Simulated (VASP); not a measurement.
# Ti3Si (P6_3/mmc) in VASP: single point with LDA

Aim: the single point of Ti3Si with LDA.

Everything below comes from runs of VASP 6.6.1. Logs are shortened: lines on timing, memory, paths and dates and some standing lists are left out, and cuts for length are marked.

### Step 1. The cell of the first run

Symmetry: P6_3/mmc, No. 194, hexagonal system. The conventional cell has a = 5.631 Å, b = 5.631 Å, c = 4.505 Å, α = 90.00°, β = 90.00°, γ = 120.00°. Within 3.6 Å of Ti (site symmetry mm2) lie 8 Ti at 2.73 to 2.90 Å and 4 Si at 2.75 to 2.82 Å. Within 3.6 Å of Si (site symmetry -6m2) lie 12 Ti at 2.75 to 2.82 Å.

### Step 2. Single point, LDA

Input file INCAR:

```
SYSTEM = Ti3Si
PREC = Accurate
ENCUT = 520
EDIFF = 1E-7
ISMEAR = 0
SIGMA = 0.1
LREAL = .FALSE.
LASPH = .TRUE.
NELM = 80
ALGO = Fast
ISIF = 2
LWAVE = .FALSE.
LCHARG = .FALSE.
GGA = CA
NBANDS = 50
```

Input file KPOINTS:

```
Automatic mesh
0
G
  6 6 4
  0 0 0
```

Input file POSCAR:

```
Ti3Si
1.0
    5.6313135898      0.0000000000      0.0000000000
   -2.8156567949      4.8768606255      0.0000000000
    0.0000000000      0.0000000000      4.5054524700
Ti Si
6 2
Direct
    0.3435999600      0.1717999800      0.7500000000
    0.8282000200      0.1717999800      0.7500000000
    0.8282000200      0.6564000400      0.7500000000
    0.6564000400      0.8282000200      0.2500000000
    0.1717999800      0.8282000200      0.2500000000
    0.1717999800      0.3435999600      0.2500000000
    0.3333333300      0.6666666700      0.7500000000
    0.6666666700      0.3333333300      0.2500000000
```

Potentials or basis: VASP PAW LDA potentials, release 64 (Ti_sv, Si).

The run is started by

```sh
$ cat potpaw_LDA.64/Ti_sv/POTCAR potpaw_LDA.64/Si/POTCAR > POTCAR
$ mpirun -np 1 vasp_std > vasp.out
```

OUTCAR:

```text
SYSTEM = Ti3Si
   PREC = Accurate
   ENCUT = 520
   EDIFF = 1E-7
   ISMEAR = 0
   LREAL = .FALSE.
   LASPH = .TRUE.
   NELM = 80
   ISIF = 2
   GGA = CA

 ion  position               nearest neighbor table
   1  0.344  0.172  0.750-   2 2.73   3 2.73   8 2.75   8 2.75   6 2.81   6 2.81   5 2.81   5 2.81
                             7 2.82   7 2.82   2 2.90   3 2.90
   2  0.828  0.172  0.750-   1 2.73   3 2.73   8 2.75   8 2.75   6 2.81   6 2.81   4 2.81   4 2.81
                             7 2.82   7 2.82   1 2.90   3 2.90
   3  0.828  0.656  0.750-   1 2.73   2 2.73   8 2.75   8 2.75   4 2.81   4 2.81   5 2.81   5 2.81
                             7 2.82   7 2.82   2 2.90   1 2.90
   4  0.656  0.828  0.250-   5 2.73   6 2.73   7 2.75   7 2.75   3 2.81   3 2.81   2 2.81   2 2.81
                             8 2.82   8 2.82   5 2.90   6 2.90
   5  0.172  0.828  0.250-   4 2.73   6 2.73   7 2.75   7 2.75   3 2.81   3 2.81   1 2.81   1 2.81
                             8 2.82   8 2.82   4 2.90   6 2.90
   6  0.172  0.344  0.250-   4 2.73   5 2.73   7 2.75   7 2.75   1 2.81   1 2.81   2 2.81   2 2.81
                             8 2.82   8 2.82   5 2.90   4 2.90
   7  0.333  0.667  0.750-   5 2.75   5 2.75   4 2.75   4 2.75   6 2.75   6 2.75   3 2.82   1 2.82
                             2 2.82   2 2.82   3 2.82   1 2.82
   8  0.667  0.333  0.250-   2 2.75   2 2.75   1 2.75   1 2.75   3 2.75   3 2.75   6 2.82   4 2.82
                             5 2.82   5 2.82   6 2.82   4 2.82

  LATTYP: Found a hexagonal cell.
 ALAT       =     5.6313135898
 C/A-ratio  =     0.8000713152

  Lattice vectors:

 A1 = (   5.6313135898,   0.0000000000,   0.0000000000)
 A2 = (  -2.8156567949,   4.8768606255,   0.0000000000)
 A3 = (   0.0000000000,   0.0000000000,   4.5054524700)

Analysis of symmetry for initial positions (statically):
=====================================================================
 Subroutine PRICEL returns:
 Original cell was already a primitive cell.

 Routine SETGRP: Setting up the symmetry group for a
 hexagonal supercell.

 Subroutine GETGRP returns: Found 24 space group operations
 (whereof 12 operations were pure point group operations)
 out of a pool of 24 trial point group operations.

The static configuration has the point symmetry D_3d.
 The point group associated with its full space group is D_6h.

Analysis of symmetry for dynamics (positions and initial velocities):
=====================================================================
 Subroutine PRICEL returns:
 Original cell was already a primitive cell.

 Routine SETGRP: Setting up the symmetry group for a
 hexagonal supercell.

 Subroutine GETGRP returns: Found 24 space group operations
 (whereof 12 operations were pure point group operations)
 out of a pool of 24 trial point group operations.

The dynamic configuration has the point symmetry D_3d.
 The point group associated with its full space group is D_6h.

 Subroutine INISYM returns: Found 24 space group operations
 (whereof 12 operations are pure point group operations),
 and found     1 'primitive' translations

----------------------------------------------------------------------------------------

                                     Primitive cell

  volume of cell :     123.7338

  direct lattice vectors                    reciprocal lattice vectors
     5.631313590  0.000000000  0.000000000     0.177578461  0.102524972  0.000000000
    -2.815656795  4.876860625  0.000000000     0.000000000  0.205049944  0.000000000
     0.000000000  0.000000000  4.505452470     0.000000000  0.000000000  0.221953290

  length of vectors
     5.631313590  5.631313590  4.505452470     0.205049944  0.205049944  0.221953290

  position of ions in fractional coordinates (direct lattice)
     0.343599960  0.171799980  0.750000000
     0.828200020  0.171799980  0.750000000
     0.828200020  0.656400040  0.750000000
     0.656400040  0.828200020  0.250000000
     0.171799980  0.828200020  0.250000000
     0.171799980  0.343599960  0.250000000
     0.333333330  0.666666670  0.750000000
     0.666666670  0.333333330  0.250000000

  ion indices of the primitive-cell ions
   primitive index   ion index
                 1           1
                 2           2
                 3           3
                 4           4
                 5           5
                 6           6
                 7           7
                 8           8

----------------------------------------------------------------------------------------

 KPOINTS: Automatic mesh

Automatic generation of k-mesh.
 Grid dimensions read from file:
 generate k-points for:    6    6    4

 Generating k-lattice:

  Cartesian coordinates                     Fractional coordinates (reciprocal lattice)
     0.029596410  0.017087495  0.000000000     0.166666667  0.000000000  0.000000000
     0.000000000  0.034174991  0.000000000     0.000000000  0.166666667  0.000000000
     0.000000000  0.000000000  0.055488323     0.000000000  0.000000000  0.250000000

  Length of vectors
     0.034174991  0.034174991  0.055488323

  Shift w.r.t. Gamma in fractional coordinates (k-lattice)
     0.000000000  0.000000000  0.000000000

 Subroutine IBZKPT returns following result:
 ===========================================

 Found     21 irreducible k-points:

 Following reciprocal coordinates:
            Coordinates               Weight
  0.000000  0.000000  0.000000      1.000000
  0.166667 -0.000000  0.000000      6.000000
  0.333333 -0.000000  0.000000      6.000000
  0.500000  0.000000  0.000000      3.000000
  0.166667  0.166667  0.000000      6.000000
  0.333333  0.166667  0.000000     12.000000
[... 13 lines left out ...]
  0.333333  0.166667  0.500000     12.000000
  0.333333  0.333333  0.500000      2.000000
   k-points           NKPTS =     21   k-points in BZ     NKDIM =     21   number of bands    NBANDS=     50
   number of dos      NEDOS =    301   number of ions     NIONS =      8
   total plane-waves  NPLWV =  63504
   dimension x,y,z NGX =    42 NGY =   42 NGZ =   36
   dimension x,y,z NGXF=    84 NGYF=   84 NGZF=   72
   ions per type =               6   2
   NGX,Y,Z   is equivalent  to a cutoff of  12.40, 12.40, 13.28 a.u.
   NGXF,Y,Z  is equivalent  to a cutoff of  24.80, 24.80, 26.57 a.u.
 SYSTEM =  Ti3Si
   PREC   = accura    normal or accurate (medium, high low for compatibility)
   ISTART =      0    job   : 0-new  1-cont  2-samecut
   ICHARG =      2    charge: 1-file 2-atom 10-const
   ISPIN  =      1    spin polarized calculation?
   LNONCOLLINEAR =      F non collinear calculations
   LSORBIT =      F    spin-orbit coupling
   LASPH  =      T    aspherical Exc in radial PAW
   ENCUT  =  520.0 eV  38.22 Ry    6.18 a.u.  10.47 10.47  8.38*2*pi/ulx,y,z
   NELM   =     80;   NELMIN=  2; NELMDL= -5     # of ELM steps
   EDIFF  = 0.1E-06   stopping-criterion for ELM
   LREAL  =      F    real-space projection
   EDIFFG = 0.1E-05   stopping-criterion for IOM
   NSW    =      0    number of steps for IOM
   IBRION =     -1    ionic relax: 0-MD 1-quasi-New 2-CG
   NFREE  =      0    steps in history (QN), initial steepest desc. (CG)
   ISIF   =      2    stress and relaxation
   ISYM   =      2    0-nonsym 1-usesym 2-fastsym
   POTIM  = 0.5000    time-step for ionic-motion
   TEBEG  =    0.0;   TEEND  =   0.0 temperature during run
   PSTRESS=    0.0 pullay stress
   NELECT =      80.0000    total number of electrons
   NUPDOWN=      -1.0000    fix difference up-down
   EMIN   =  10.00;   EMAX   =-10.00  energy-range for DOS
   EFERMI =   0.00;   METHOD = LEGACY
   ISMEAR =     0;   SIGMA  =   0.10  broadening in eV -4-tet -1-fermi 0-gaus
   EFERMI_NEDOS =   21; number of points for ismear=-14 and -15
   IALGO  =     68    algorithm
   IMIX   =      4    mixing-type and parameters
     AMIX     =   0.40;   BMIX     =  1.00
     AMIX_MAG =   1.60;   BMIX_MAG =  1.00
  volume/ion in A,a.u.               =      15.47       104.37
  Fermi-wavevector in a.u.,A,eV,Ry     =   1.415605  2.675105 27.265215  2.003937
  Thomas-Fermi vector in A             =   2.537026
   LORBIT       =      0    0 simple, 1 ext, 2 COOP (PROOUT), +10 PAW based schemes
   GGA     = CA    functional components
   LHFCALC =     F    Hartree Fock is set to
   AEXX    =    0.0000 exact exchange contribution
   IVDW    =     0    specifies the selected vdW correction
   LEPSILON=     F    determine dielectric tensor
   LRPA    =     F    only Hartree local field effects (RPA)
 non-spin polarized calculation
 RMM-DIIS sequential band-by-band and
 Gauss-broadening in eV      SIGMA  =   0.10
  energy-cutoff  :      520.00
  volume of cell :      123.73
 maximum number of plane-waves:      3377
 NGX is ok and might be reduce to    42
   NGX = 21   NGY = 21   NGZ = 17

 number of electron      79.9999996 magnetization

 Free energy of the ion-electron system (eV)
  ---------------------------------------------------
  ext. energy  EPLUGINS =         0.00000000
  ---------------------------------------------------
  free energy    TOTEN  =       -67.35392233 eV

  energy without entropy =      -67.31315965  energy(sigma->0) =      -67.33354099

 E-fermi :   9.2605     XC(G=0): -12.0136

 val. band max:        9.2548475133   @ k =   0.3333   0.1667   0.0000
 cond. band min:       9.2686979258   @ k =   0.5000   0.0000   0.0000
 fundamental gap:      0.0138504125
 Fermi energy:         9.2605335762

 k-point     1 :       0.0000    0.0000    0.0000
  band No.  band energies     occupation
      1     -46.7598      2.00000
      2     -46.6284      2.00000
      3     -46.6256      2.00000
      4     -46.6256      2.00000
      5     -46.5629      2.00000
      6     -46.5629      2.00000
[... 42 lines left out ...]
     49      11.3429      0.00000
     50      11.8375      0.00000

 k-point     2 :       0.1667   -0.0000    0.0000
  band No.  band energies     occupation
      1     -46.7519      2.00000
      2     -46.6370      2.00000
      3     -46.6259      2.00000
      4     -46.6251      2.00000
      5     -46.5630      2.00000
      6     -46.5627      2.00000
[... 999 lines left out ...]
 k-point    21 :       0.3333    0.3333    0.5000
  band No.  band energies     occupation
      1     -46.6618      2.00000
      2     -46.6618      2.00000
      3     -46.6273      2.00000
      4     -46.6273      2.00000
      5     -46.5943      2.00000
      6     -46.5943      2.00000
[... 42 lines left out ...]
     49      10.8117      0.00000
     50      10.8130      0.00000

------------------------ aborting loop because EDIFF is reached ----------------------------------------

  FORCE on cell =-STRESS in cart. coord.  units (eV):
  Direction    XX          YY          ZZ          XY          YZ          ZX
  --------------------------------------------------------------------------------------
  -------------------------------------------------------------------------------------
  Total       -5.6790101     -5.6790101     -5.9082345      0.0000000      0.0000000      0.0000000
  in kB      -73.5351112    -73.5351112    -76.5032422      0.0000000      0.0000000      0.0000000
  external PRESSURE =     -74.5244882 kB  Pullay stress =       0.0000000 kB

 VOLUME and BASIS-vectors are now :
 -----------------------------------------------------------------------------
  energy-cutoff  :      520.00
  volume of cell :      123.73
      direct lattice vectors                 reciprocal lattice vectors
     5.631313590  0.000000000  0.000000000     0.177578461  0.102524972  0.000000000
    -2.815656795  4.876860625  0.000000000     0.000000000  0.205049944  0.000000000
     0.000000000  0.000000000  4.505452470     0.000000000  0.000000000  0.221953290

 POSITION                                       TOTAL-FORCE (eV/Angst)
 -----------------------------------------------------------------------------------
      1.45119      0.83784      3.37909         0.006994      0.004038      0.000000
      4.18012      0.83784      3.37909        -0.006994      0.004038      0.000000
      2.81566      3.20117      3.37909        -0.000000     -0.008076      0.000000
      1.36447      4.03902      1.12636        -0.006994     -0.004038      0.000000
     -1.36447      4.03902      1.12636         0.006994     -0.004038      0.000000
      0.00000      1.67569      1.12636         0.000000      0.008076     -0.000000
     -0.00000      3.25124      3.37909         0.000000     -0.000000      0.000000
      2.81566      1.62562      1.12636        -0.000000     -0.000000      0.000000
 -----------------------------------------------------------------------------------
    total drift:                               -0.000050      0.000029     -0.000000

  FREE ENERGIE OF THE ION-ELECTRON SYSTEM (eV)
  ---------------------------------------------------
  free  energy   TOTEN  =       -67.3539223329 eV

  energy  without entropy=      -67.3131596471  energy(sigma->0) =      -67.33354099
```

Run time: 10 min. Hardware: 1 thread of Intel Xeon Platinum 8488C (Sapphire Rapids), shared host; peak memory 0.25 GiB.

What came out:

```
Free energy            : -67.3539 eV
Pressure               : -7.5 GPa
Largest force          : 0.008 eV/Å
Band gap on the k mesh : zero (band 40 reaches 9.44 eV, above the bottom of band 41 at 9.22 eV)
```

Forces on the atoms (eV/Å):
```
Ti   0.007  0.004  0.000
Ti  -0.007  0.004  0.000
Ti   0.000 -0.008  0.000
Ti  -0.007 -0.004  0.000
Ti   0.007 -0.004  0.000
Ti   0.000  0.008  0.000
Si   0.000  0.000  0.000
Si   0.000  0.000  0.000
```

Stress tensor (GPa, compression positive):
```
-7.35  0.00  0.00
 0.00 -7.35  0.00
 0.00  0.00 -7.65
```

Levels at points of the mesh, in eV from the Fermi level:
| k point | band 37 | band 38 | band 39 | band 40 | band 41 | band 42 | band 43 | band 44 |
| --- | --- | --- | --- | --- | --- | --- | --- | --- |
| (0.00, 0.00, 0.00) | -1.34 | -1.34 | -0.59 | -0.21 | 0.47 | 0.48 | 0.48 | 0.55 |
| (0.50, 0.00, 0.00) | -0.94 | -0.65 | -0.64 | 0.01 | 0.33 | 0.47 | 0.54 | 0.84 |
| (0.00, 0.00, 0.50) | -1.04 | -1.04 | -0.52 | -0.52 | -0.03 | -0.03 | -0.03 | -0.03 |
| (0.50, 0.00, 0.50) | -0.50 | -0.50 | -0.27 | -0.27 | 0.03 | 0.03 | 0.55 | 0.55 |
